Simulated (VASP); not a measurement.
Set up this calculation in VASP 6.6.1, as the native input.

* Task: single point
* Functional: LDA
* Potentials or basis: VASP PAW LDA potentials, release 64 (S, Mg)
* Cutoff: 520 eV
* k mesh: 8 × 8 × 4
* Occupations: fermi-dirac, width 0.05 eV
* Spin: no spin polarisation
* Dipole correction: no
* Further INCAR settings: ALGO = Normal; EDIFF = 1e-06; NBANDS = 16

The structure of MgS lies in POSCAR:

```
MgS
1.0
    4.0075435882      0.0000000000      0.0000000000
   -2.0037717941      3.4706345542      0.0000000000
    0.0000000000      0.0000000000      6.3891231196
S Mg
2 2
Direct
    0.6666666667      0.3333333333      0.8792441500
    0.3333333333      0.6666666667      0.3792441500
    0.3333333333      0.6666666667      0.9957548500
    0.6666666667      0.3333333333      0.4957548500
```

These files were run (other wordings do the same):

INCAR

```
SYSTEM = MgS
  PREC = Accurate
  ENCUT = 520
  EDIFF = 1E-6
  ISMEAR = -1
  SIGMA = 0.05
  LREAL = .FALSE.
  LASPH = .TRUE.
  NELM = 60
  ALGO = Normal
  ISIF = 2
  LWAVE = .FALSE.
  LCHARG = .TRUE.
  LELF = .TRUE.
  LVHAR = .TRUE.
  NBANDS = 16
```

KPOINTS

```
regular mesh
0
G
  8 8 4
  0 0 0
```

Potentials or basis: VASP PAW LDA potentials, release 64 (S, Mg).

Run with:

```sh
$ cat potpaw_LDA.64/S/POTCAR potpaw_LDA.64/Mg/POTCAR > POTCAR
$ mpirun -np 1 vasp_std > vasp.out
```

It gave:

| Item | Value |
| --- | --- |
| Pressure | -1.3 GPa |
| Largest force | 0.052 eV/Å |
| Band gap on the k mesh | 3.26 eV, direct |

Run time: 59 s on 1 thread of Intel Xeon 8259CL, with other jobs on the host, peak memory 0.18 GiB.
